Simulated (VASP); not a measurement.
# GaP in VASP: further runs, part 2 of 2

VASP 6.6.1. The steps go on from the part before.

### Step 3. Single point, PBEsol (zz strain of -2 %)

Input file INCAR:

```
SYSTEM = GaP
ALGO = Normal ; EDIFF = 1E-6
ENCUT = 520 ; GGA = PS
ISIF = 2 ; ISMEAR = -1
LASPH = .TRUE. ; LCHARG = .TRUE.
LELF = .TRUE. ; LREAL = .FALSE.
LVHAR = .TRUE. ; LWAVE = .FALSE.
NBANDS = 16 ; NELM = 100
PREC = Accurate ; SIGMA = 0.08
```

Input file KPOINTS:

```
k-points
0
G
  12 12 12
  0 0 0
```

Input file POSCAR:

```
GaP
1.0
    0.0000000000      2.7252500000      2.6707450000
    2.7252500000      0.0000000000      2.6707450000
    2.7252500000      2.7252500000      0.0000000000
Ga P
1 1
Direct
    0.0000000000      0.0000000000      0.0000000000
    0.7500000000      0.7500000000      0.7500000000
```

Potentials or basis: VASP PAW PBE potentials, release 64 (Ga_d, P).

The run is started by

```sh
> cat potpaw_PBE.64/Ga_d/POTCAR potpaw_PBE.64/P/POTCAR > POTCAR
> mpirun -np 1 vasp_std > vasp.out
```

It took 68 s on 1 thread of AMD EPYC 7R43 (Zen 3), shared host; peak memory 0.2 GiB.

The run converged. Its results:

```yaml
Free_energy: -9.9194 eV
Pressure: 1.1 GPa
Band_gap_on_the_k_mesh: 1.24 eV, indirect (least direct gap 1.84 eV)
```

Stress tensor (GPa, compression positive):
```
0.60 0.00 0.00
0.00 0.60 0.00
0.00 0.00 2.05
```

Levels at points of the mesh, in eV from the valence-band top:
| k point | band 5 | band 6 | band 7 | band 8 | band 9 | band 10 | band 11 | band 12 | band 13 | band 14 |
| --- | --- | --- | --- | --- | --- | --- | --- | --- | --- | --- |
| (0.00, 0.00, 0.00) | -14.54 | -12.75 | -0.11 | -0.11 | 0.00 | 1.84 | 3.72 | 3.76 | 3.76 | 8.58 |
| (0.50, 0.00, 0.00) | -14.53 | -10.59 | -6.89 | -1.32 | -1.15 | 1.56 | 4.49 | 4.66 | 8.05 | 10.80 |
| (0.50, 0.50, 0.00) | -14.52 | -9.59 | -6.89 | -2.95 | -2.95 | 1.31 | 1.49 | 10.62 | 10.62 | 11.31 |
| (0.50, 0.00, 0.50) | -14.52 | -9.69 | -7.02 | -2.82 | -2.80 | 1.45 | 1.69 | 10.60 | 10.61 | 11.12 |

Caveat: the cell differs from its parent crystal (zz strain of -2 %); the PAW data sets were made with another functional, which shifts forces and pressure a little. A k mesh can miss the band edges.

### Step 4. Single point, PBEsol (zz strain of -1 %)

Input file INCAR:

```
  PREC = Accurate
  ENCUT = 520
  EDIFF = 1E-6
  ISMEAR = -1
  SIGMA = 0.08
  LREAL = F
  LASPH = T
  NELM = 80
  ALGO = Normal
  ISIF = 2
  LWAVE = F
  LCHARG = F
  GGA = PS
  NBANDS = 16
```

Input file KPOINTS:

```
regular mesh
0
Gamma
  12 12 12
```

Input file POSCAR:

```
GaP
1.0
    0.0000000000      2.7252500000      2.6979975000
    2.7252500000      0.0000000000      2.6979975000
    2.7252500000      2.7252500000      0.0000000000
Ga P
1 1
Direct
    0.0000000000      0.0000000000      0.0000000000
    0.7500000000      0.7500000000      0.7500000000
```

Potentials or basis: VASP PAW PBE potentials, release 64 (Ga_d, P).

The run is started by

```sh
> cat potpaw_PBE.64/Ga_d/POTCAR potpaw_PBE.64/P/POTCAR > POTCAR
> mpirun -np 1 vasp_std > vasp.out
```

OUTCAR:

```text
PREC = Accurate
   ENCUT = 520
   EDIFF = 1E-6
   ISMEAR = -1
   LREAL = F
   LASPH = T
   NELM = 80
   ISIF = 2
   GGA = PS

 ion  position               nearest neighbor table
   1  0.000  0.000  0.000-   2 2.35   2 2.35   2 2.35   2 2.35
   2  0.750  0.750  0.750-   1 2.35   1 2.35   1 2.35   1 2.35

  LATTYP: Found a body centered tetragonal cell.
 ALAT       =     3.8540855109
 C/A-ratio  =     1.4000714267

  Lattice vectors:
[... 640 lines left out ...]
     16      16.6127      0.00000

 [... further k-points ...]

------------------------ aborting loop because EDIFF is reached ----------------------------------------

  FORCE on cell =-STRESS in cart. coord.  units (eV):
  Direction    XX          YY          ZZ          XY          YZ          ZX
  --------------------------------------------------------------------------------------
  -------------------------------------------------------------------------------------
  Total       -0.0111223     -0.0111223      0.1730985      0.0000000      0.0000000      0.0000000
  in kB       -0.4446536     -0.4446536      6.9202170      0.0000000      0.0000000      0.0000000
  external PRESSURE =       2.0103033 kB  Pullay stress =       0.0000000 kB

 VOLUME and BASIS-vectors are now :
 -----------------------------------------------------------------------------
  energy-cutoff  :      520.00
  volume of cell :       40.08
      direct lattice vectors                 reciprocal lattice vectors
     0.000000000  2.725250000  2.697997500    -0.183469406  0.183469406  0.185322633
     2.725250000  0.000000000  2.697997500     0.183469406 -0.183469406  0.185322633
     2.725250000  2.725250000  0.000000000     0.183469406  0.183469406 -0.185322633

 POSITION                                       TOTAL-FORCE (eV/Angst)
 -----------------------------------------------------------------------------------
      0.00000      0.00000      0.00000        -0.000000     -0.000000      0.000000
      4.08788      4.08788      4.04700         0.000000      0.000000     -0.000000
 -----------------------------------------------------------------------------------
    total drift:                               -0.000000     -0.000000     -0.000000

  FREE ENERGIE OF THE ION-ELECTRON SYSTEM (eV)
  ---------------------------------------------------
  free  energy   TOTEN  =        -9.9229925744 eV

  energy  without entropy=       -9.9229896234  energy(sigma->0) =       -9.92299110
```

stdout:

```text
POSCAR found type information on POSCAR GaP
 POSCAR found :  2 types and       2 ions
 scaLAPACK will be used
 -----------------------------------------------------------------------------
|                                                                             |
|                                                                             |
|     You enforced a specific xc type in the INCAR file but a different       |
|     I HOPE YOU KNOW WHAT YOU ARE DOING!                                     |
|                                                                             |
 -----------------------------------------------------------------------------

 LDA part: xc-table for (Slater+PW92), standard interpolation
 POSCAR, INCAR and KPOINTS ok, starting setup
 FFT: planning ... GRIDC
 FFT: planning ... GRID_SOFT
 FFT: planning ... GRID
 WAVECAR not read
 entering main loop
```

Run time: 76 s. Hardware: 1 thread of AMD EPYC 7R43 (Zen 3), shared host; peak memory 0.21 GiB.

What came out:

- Free energy: -9.9230 eV
- Pressure: 0.2 GPa
- Band gap on the k mesh: 1.36 eV, indirect (least direct gap 1.80 eV)

Caveat: the cell differs from its parent crystal (zz strain of -1 %); the PAW data sets were made with another functional, which shifts forces and pressure a little.

### Step 5. Overview

```tsv
cell	gap on the mesh (eV)	pressure (GPa)
a = 3.930 Å, angles 60.0°, 2 atoms	1.28	-4.8
a = 3.816, b = 3.816, c = 3.854 Å, angles 59.7, 59.7, 60.7°, 2 atoms	1.24	1.1
a = 3.835, b = 3.835, c = 3.854 Å, angles 59.8, 59.8, 60.3°, 2 atoms	1.36	0.2
```

Alike in all rows: task single point; level PBEsol; potentials or basis VASP PAW PBE potentials, release 64 (Ga_d, P); no spin polarisation; k mesh 12 × 12 × 12; cutoff (eV) 520; smearing fermi-dirac 0.08 eV.

Caveats: the PAW data sets were made with another functional, which shifts forces and pressure a little.

Total energies depend on the potentials used, so only differences within one code and one set of settings carry meaning.
